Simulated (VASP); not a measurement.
# ScAl3 (R-3m) in VASP: a series of runs

The runs below take ScAl3 through single point, with PBE.

Program: VASP 6.6.1. These are calculated values, not measurements. Logs are shortened: lines on timing, memory, paths and dates and some standing lists are left out, and cuts for length are marked.

## Step 1: The cell of the first run

Symmetry: R-3m, No. 166, trigonal system. The conventional cell has a = 2.848 Å, b = 2.848 Å, c = 27.901 Å, α = 90.00°, β = 90.00°, γ = 120.00°. Sc (site symmetry -3m) has 6 Sc at 2.85 Å and 6 Al at 2.85 Å within 3.8 Å. Within 3.8 Å of Al (site symmetry 3m) lie 9 Al at 2.85 Å and 3 Sc at 2.85 Å. Al (site symmetry -3m) has 12 Al at 2.85 Å within 3.8 Å.

## Step 2: Single point, PBE

INCAR reads:

```
  PREC = Accurate
  ENCUT = 520
  EDIFF = 1E-7
  ISMEAR = 0
  SIGMA = 0.1
  LREAL = False
  LASPH = True
  NELM = 60
  ALGO = Fast
  ISIF = 2
  LWAVE = False
  LCHARG = True
  GGA = PE
  LELF = True
  LVHAR = True
  NBANDS = 18
```

KPOINTS reads:

```
regular mesh
0
Gamma
  6 6 6
```

POSCAR reads:

```
ScAl3
1.0
    1.4238339800      0.8220509300      9.3004446300
   -1.4238339800      0.8220509300      9.3004446300
    0.0000000000     -1.6441018700      9.3004446300
Sc Al
1 3
Direct
    0.0000000000      0.0000000000      0.0000000000
    0.7500000000      0.7500000000      0.7500000000
    0.5000000000      0.5000000000      0.5000000000
    0.2500000000      0.2500000000      0.2500000000
```

Potentials or basis: VASP PAW PBE potentials, release 64 (Sc_sv, Al).

Command:

```
cat potpaw_PBE.64/Sc_sv/POTCAR potpaw_PBE.64/Al/POTCAR > POTCAR
mpirun -np 1 vasp_std > vasp.out
```

OUTCAR:

```text
PREC = Accurate
   ENCUT = 520
   EDIFF = 1E-7
   ISMEAR = 0
   LREAL = False
   LASPH = True
   NELM = 60
   ISIF = 2
   GGA = PE

 ion  position               nearest neighbor table
   1  0.000  0.000  0.000-   2 2.85   2 2.85   4 2.85   4 2.85   2 2.85   4 2.85
   2  0.750  0.750  0.750-   3 2.85   3 2.85   1 2.85   1 2.85   3 2.85   1 2.85
   3  0.500  0.500  0.500-   4 2.85   4 2.85   2 2.85   2 2.85   4 2.85   2 2.85
   4  0.250  0.250  0.250-   1 2.85   1 2.85   3 2.85   3 2.85   1 2.85   3 2.85

  LATTYP: Found a trigonal (rhomboedric) cell.
 ALAT       =     9.4446461686
 COS(alpha) =     0.9545454546

  Lattice vectors:

 A1 = (   1.4238339800,   0.8220509300,   9.3004446300)
 A2 = (  -1.4238339800,   0.8220509300,   9.3004446300)
 A3 = (   0.0000000000,  -1.6441018700,   9.3004446300)

Analysis of symmetry for initial positions (statically):
=====================================================================
 Subroutine PRICEL returns:
 Original cell was already a primitive cell.

 Routine SETGRP: Setting up the symmetry group for a
 trigonal (rhombohedral) supercell.

 Subroutine GETGRP returns: Found 12 space group operations
 (whereof 12 operations were pure point group operations)
 out of a pool of 12 trial point group operations.

The static configuration has the point symmetry D_3d.

Analysis of symmetry for dynamics (positions and initial velocities):
=====================================================================
 Subroutine PRICEL returns:
 Original cell was already a primitive cell.

 Routine SETGRP: Setting up the symmetry group for a
 trigonal (rhombohedral) supercell.

 Subroutine GETGRP returns: Found 12 space group operations
 (whereof 12 operations were pure point group operations)
 out of a pool of 12 trial point group operations.

The dynamic configuration has the point symmetry D_3d.

 Subroutine INISYM returns: Found 12 space group operations
 (whereof 12 operations are pure point group operations),
 and found     1 'primitive' translations

----------------------------------------------------------------------------------------

                                     Primitive cell

  volume of cell :      65.3150

  direct lattice vectors                    reciprocal lattice vectors
     1.423833980  0.822050930  9.300444630     0.351164537  0.202744939  0.035840580
    -1.423833980  0.822050930  9.300444630    -0.351164537  0.202744939  0.035840580
     0.000000000 -1.644101870  9.300444630     0.000000000 -0.405489879  0.035840580

  length of vectors
     9.444646169  9.444646169  9.444646170     0.407070743  0.407070743  0.407070742

  position of ions in fractional coordinates (direct lattice)
     0.000000000  0.000000000  0.000000000
     0.750000000  0.750000000  0.750000000
     0.500000000  0.500000000  0.500000000
     0.250000000  0.250000000  0.250000000

  ion indices of the primitive-cell ions
   primitive index   ion index
                 1           1
                 2           2
                 3           3
                 4           4

----------------------------------------------------------------------------------------

 KPOINTS: regular mesh

Automatic generation of k-mesh.
 Grid dimensions read from file:
 generate k-points for:    6    6    6

 Generating k-lattice:

  Cartesian coordinates                     Fractional coordinates (reciprocal lattice)
     0.058527423  0.033790823  0.005973430     0.166666667 -0.000000000  0.000000000
    -0.058527423  0.033790823  0.005973430    -0.000000000  0.166666667  0.000000000
     0.000000000 -0.067581646  0.005973430     0.000000000  0.000000000  0.166666667

  Length of vectors
     0.067845124  0.067845124  0.067845124

  Shift w.r.t. Gamma in fractional coordinates (k-lattice)
     0.000000000  0.000000000  0.000000000

 Subroutine IBZKPT returns following result:
 ===========================================

 Found     32 irreducible k-points:

 Following reciprocal coordinates:
            Coordinates               Weight
  0.000000  0.000000  0.000000      1.000000
  0.166667 -0.000000 -0.000000      6.000000
  0.333333 -0.000000 -0.000000      6.000000
  0.500000 -0.000000 -0.000000      3.000000
  0.166667  0.166667 -0.000000      6.000000
  0.333333  0.166667  0.000000     12.000000
[... 16 lines left out ...]
  0.500000  0.500000  0.166667      6.000000
 -0.333333  0.500000  0.166667     12.000000
 [... further k-points ...]
   k-points           NKPTS =     32   k-points in BZ     NKDIM =     32   number of bands    NBANDS=     18
   number of dos      NEDOS =    301   number of ions     NIONS =      4
   total plane-waves  NPLWV = 343000
   dimension x,y,z NGX =    70 NGY =   70 NGZ =   70
   dimension x,y,z NGXF=   140 NGYF=  140 NGZF=  140
   ions per type =               1   3
   NGX,Y,Z   is equivalent  to a cutoff of  12.32, 12.32, 12.32 a.u.
   NGXF,Y,Z  is equivalent  to a cutoff of  24.64, 24.64, 24.64 a.u.
 SYSTEM =  unknown system
   PREC   = accura    normal or accurate (medium, high low for compatibility)
   ISTART =      0    job   : 0-new  1-cont  2-samecut
   ICHARG =      2    charge: 1-file 2-atom 10-const
   ISPIN  =      1    spin polarized calculation?
   LNONCOLLINEAR =      F non collinear calculations
   LSORBIT =      F    spin-orbit coupling
   LASPH  =      T    aspherical Exc in radial PAW
   ENCUT  =  520.0 eV  38.22 Ry    6.18 a.u.  17.56 17.56 17.56*2*pi/ulx,y,z
   NELM   =     60;   NELMIN=  2; NELMDL= -5     # of ELM steps
   EDIFF  = 0.1E-06   stopping-criterion for ELM
   LREAL  =      F    real-space projection
   EDIFFG = 0.1E-05   stopping-criterion for IOM
   NSW    =      0    number of steps for IOM
   IBRION =     -1    ionic relax: 0-MD 1-quasi-New 2-CG
   NFREE  =      0    steps in history (QN), initial steepest desc. (CG)
   ISIF   =      2    stress and relaxation
   ISYM   =      2    0-nonsym 1-usesym 2-fastsym
   POTIM  = 0.5000    time-step for ionic-motion
   TEBEG  =    0.0;   TEEND  =   0.0 temperature during run
   PSTRESS=    0.0 pullay stress
   NELECT =      20.0000    total number of electrons
   NUPDOWN=      -1.0000    fix difference up-down
   EMIN   =  10.00;   EMAX   =-10.00  energy-range for DOS
   EFERMI =   0.00;   METHOD = LEGACY
   ISMEAR =     0;   SIGMA  =   0.10  broadening in eV -4-tet -1-fermi 0-gaus
   EFERMI_NEDOS =   21; number of points for ismear=-14 and -15
   IALGO  =     68    algorithm
   IMIX   =      4    mixing-type and parameters
     AMIX     =   0.40;   BMIX     =  1.00
     AMIX_MAG =   1.60;   BMIX_MAG =  1.00
  volume/ion in A,a.u.               =      16.33       110.19
  Fermi-wavevector in a.u.,A,eV,Ry     =   1.103436  2.085192 16.566059  1.217571
  Thomas-Fermi vector in A             =   2.239894
   LORBIT       =      0    0 simple, 1 ext, 2 COOP (PROOUT), +10 PAW based schemes
   GGA     = PE    functional components
   LHFCALC =     F    Hartree Fock is set to
   AEXX    =    0.0000 exact exchange contribution
   IVDW    =     0    specifies the selected vdW correction
   LEPSILON=     F    determine dielectric tensor
   LRPA    =     F    only Hartree local field effects (RPA)
 non-spin polarized calculation
 RMM-DIIS sequential band-by-band and
 Gauss-broadening in eV      SIGMA  =   0.10
  energy-cutoff  :      520.00
  volume of cell :       65.32
 maximum number of plane-waves:      1778
   NGX = 35   NGY = 35   NGZ = 35

 number of electron      20.0000002 magnetization

 Free energy of the ion-electron system (eV)
  ---------------------------------------------------
  ext. energy  EPLUGINS =         0.00000000
  ---------------------------------------------------
  free energy    TOTEN  =       -17.46677562 eV

  energy without entropy =      -17.45006942  energy(sigma->0) =      -17.45842252

 E-fermi :   7.4609     XC(G=0): -10.5938

 val. band max:        7.4585744255   @ k =  -0.1667   0.3333   0.1667
 cond. band min:       7.5665947323   @ k =  -0.3333   0.3333   0.0000
 fundamental gap:      0.1080203069
 Fermi energy:         7.4608587343

 k-point     1 :       0.0000    0.0000    0.0000
  band No.  band energies     occupation
      1     -41.0222      2.00000
      2     -19.8061      2.00000
      3     -19.1175      2.00000
      4     -19.1175      2.00000
      5      -3.0738      2.00000
      6      -1.3725      2.00000
[... 10 lines left out ...]
     17      18.9127      0.00000
     18      18.9858      0.00000

 k-point     2 :       0.1667   -0.0000   -0.0000
  band No.  band energies     occupation
      1     -40.9721      2.00000
      2     -19.7549      2.00000
      3     -19.4023      2.00000
      4     -19.1790      2.00000
      5      -2.3944      2.00000
      6      -0.7526      2.00000
[... 10 lines left out ...]
     17      15.0237      0.00000
     18      16.2233      0.00000

 k-point     3 :       0.3333   -0.0000   -0.0000
  band No.  band energies     occupation
      1     -40.8702      2.00000
      2     -19.9442      2.00000
      3     -19.6511      2.00000
      4     -19.2998      2.00000
      5      -0.3895      2.00000
      6       1.0932      2.00000
[... 10 lines left out ...]
     17      12.7257      0.00000
     18      14.6214      0.00000

 k-point     4 :       0.5000   -0.0000   -0.0000
  band No.  band energies     occupation
      1     -40.8185      2.00000
      2     -20.2032      2.00000
      3     -19.5986      2.00000
      4     -19.3591      2.00000
      5       2.7847      2.00000
      6       2.9202      2.00000
[... 375 lines left out ...]
      4     -19.5104      2.00000
      5       1.5716      2.00000
      6       2.8947      2.00000
[... 10 lines left out ...]
     17      11.9673      0.00000
     18      12.9588      0.00000

 k-point    23 :       0.5000    0.5000    0.1667
  band No.  band energies     occupation
      1     -40.8702      2.00000
      2     -19.9442      2.00000
      3     -19.6511      2.00000
      4     -19.2998      2.00000
      5      -0.3468      2.00000
      6       0.9298      2.00000
[... 10 lines left out ...]
     17      13.0908      0.00000
     18      14.1042      0.00000

 k-point    24 :      -0.3333    0.5000    0.1667
  band No.  band energies     occupation
      1     -40.8186      2.00000
      2     -20.0668      2.00000
      3     -19.5989      2.00000
      4     -19.5104      2.00000
      5       1.5946      2.00000
      6       2.8282      2.00000
[... 10 lines left out ...]
     17      12.2211      0.00000
     18      12.7291      0.00000

 [... further k-points ...]

------------------------ aborting loop because EDIFF is reached ----------------------------------------

  FORCE on cell =-STRESS in cart. coord.  units (eV):
  Direction    XX          YY          ZZ          XY          YZ          ZX
  --------------------------------------------------------------------------------------
  -------------------------------------------------------------------------------------
  Total        5.7841202      5.7841202      3.0632116      0.0000000     -0.0000000      0.0000000
  in kB      141.8844654    141.8844660     75.1405802      0.0000000     -0.0000000      0.0000000
  external PRESSURE =     119.6365039 kB  Pullay stress =       0.0000000 kB

 VOLUME and BASIS-vectors are now :
 -----------------------------------------------------------------------------
  energy-cutoff  :      520.00
  volume of cell :       65.32
      direct lattice vectors                 reciprocal lattice vectors
     1.423833980  0.822050930  9.300444630     0.351164537  0.202744939  0.035840580
    -1.423833980  0.822050930  9.300444630    -0.351164537  0.202744939  0.035840580
     0.000000000 -1.644101870  9.300444630     0.000000000 -0.405489879  0.035840580

 POSITION                                       TOTAL-FORCE (eV/Angst)
 -----------------------------------------------------------------------------------
      0.00000      0.00000      0.00000         0.000000      0.000000     -0.000000
      0.00000     -0.00000     20.92600         0.000000     -0.000000      0.938435
      0.00000     -0.00000     13.95067         0.000000      0.000000      0.000000
      0.00000     -0.00000      6.97533         0.000000      0.000000     -0.938435
 -----------------------------------------------------------------------------------
    total drift:                               -0.000000     -0.000000      0.000000

  FREE ENERGIE OF THE ION-ELECTRON SYSTEM (eV)
  ---------------------------------------------------
  free  energy   TOTEN  =       -17.4667756235 eV

  energy  without entropy=      -17.4500694188  energy(sigma->0) =      -17.45842252
```

It took 14 min on 1 thread of Intel Xeon 8259CL, shared host; peak memory 0.71 GiB.

Results:

* Free energy: -17.4668 eV
* Pressure: 12.0 GPa
* Largest force: 0.938 eV/Å
* Band gap on the k mesh: zero (bands 10 and 11 overlap by 2.47 eV)

Forces in eV/Å, atoms in the order of the input:
```
Sc   0.000  0.000  0.000
Al   0.000  0.000  0.938
Al   0.000  0.000  0.000
Al   0.000  0.000 -0.938
```

Stress tensor (GPa, compression positive):
```
14.19  0.00  0.00
 0.00 14.19  0.00
 0.00  0.00  7.51
```

Levels at points of the mesh, in eV from the Fermi level:
| k point | band 6 | band 7 | band 8 | band 9 | band 10 | band 11 | band 12 | band 13 | band 14 | band 15 |
| --- | --- | --- | --- | --- | --- | --- | --- | --- | --- | --- |
| (0.00, 0.00, 0.00) | -8.83 | -7.22 | -3.16 | -2.42 | 1.15 | 2.42 | 2.42 | 4.41 | 4.41 | 5.34 |
| (0.50, 0.00, 0.00) | -4.54 | -3.84 | -2.79 | -2.46 | -0.95 | -0.64 | 0.33 | 2.06 | 3.26 | 4.24 |
| (0.50, 0.50, 0.00) | -4.54 | -3.55 | -3.37 | -2.03 | -1.02 | -0.94 | 1.31 | 1.50 | 3.17 | 3.26 |
| (0.50, 0.50, 0.50) | -9.23 | -6.32 | -4.78 | -0.96 | 0.91 | 2.42 | 2.42 | 4.41 | 4.41 | 4.60 |

Caveat: the k points lie up to 0.43 Å⁻¹ apart, too coarse for converged energies and pressures of a metal.

## Step 3: Single point, PBE

This run uses another cell than the first one, of 18.61 Å³/atom.

INCAR reads:

```
SYSTEM = ScAl3
PREC = Accurate
ENCUT = 520
EDIFF = 1E-6
ISMEAR = 0
SIGMA = 0.1
LREAL = .False.
LASPH = .True.
NELM = 60
ALGO = Fast
ISIF = 2
LWAVE = .False.
LCHARG = .False.
GGA = PE
NBANDS = 18
```

KPOINTS reads:

```
regular mesh
0
Gamma
  6 6 6
  0 0 0
```

POSCAR reads:

```
ScAl3
1.0
    1.5095649068      0.8715477036      9.4280934636
   -1.5095649068      0.8715477036      9.4280934636
    0.0000000000     -1.7430954122      9.4280934631
Sc Al
1 3
Direct
    0.0000000000      0.0000000000      0.0000000000
    0.7532195870      0.7532195870      0.7532195870
    0.5000000000      0.5000000000      0.5000000000
    0.2467804130      0.2467804130      0.2467804130
```

Potentials or basis: VASP PAW PBE potentials, release 64 (Sc_sv, Al).

Command:

```
cat potpaw_PBE.64/Sc_sv/POTCAR potpaw_PBE.64/Al/POTCAR > POTCAR
mpirun -np 1 vasp_std > vasp.out
```

Wall time 13 min (1 thread of Intel Xeon 8259CL, shared host); peak memory 0.69 GiB.

The run converged. Its results:

```
Free energy            : -17.9003 eV
Pressure               : 0.1 GPa
Largest force          : 0.011 eV/Å
Band gap on the k mesh : zero (bands 10 and 11 overlap by 2.33 eV)
```

Forces on the atoms (eV/Å):
```
Sc   0.000  0.000  0.000
Al   0.000  0.000  0.011
Al   0.000  0.000  0.000
Al   0.000  0.000 -0.011
```

Levels at points of the mesh, in eV from the Fermi level:
```tsv
k point	band 8	band 9	band 10	band 11	band 12	band 13
(0.00, 0.00, 0.00)	-2.74	-2.18	1.48	2.11	2.11	3.70
(0.50, 0.00, 0.00)	-2.91	-2.21	-0.99	-0.46	0.42	1.89
(0.50, 0.50, 0.00)	-3.30	-1.78	-1.01	-0.85	1.26	1.32
(0.50, 0.50, 0.50)	-4.44	-0.71	1.35	2.11	2.11	3.70
```

Caveat: the k points lie up to 0.40 Å⁻¹ apart, too coarse for converged energies and pressures of a metal.
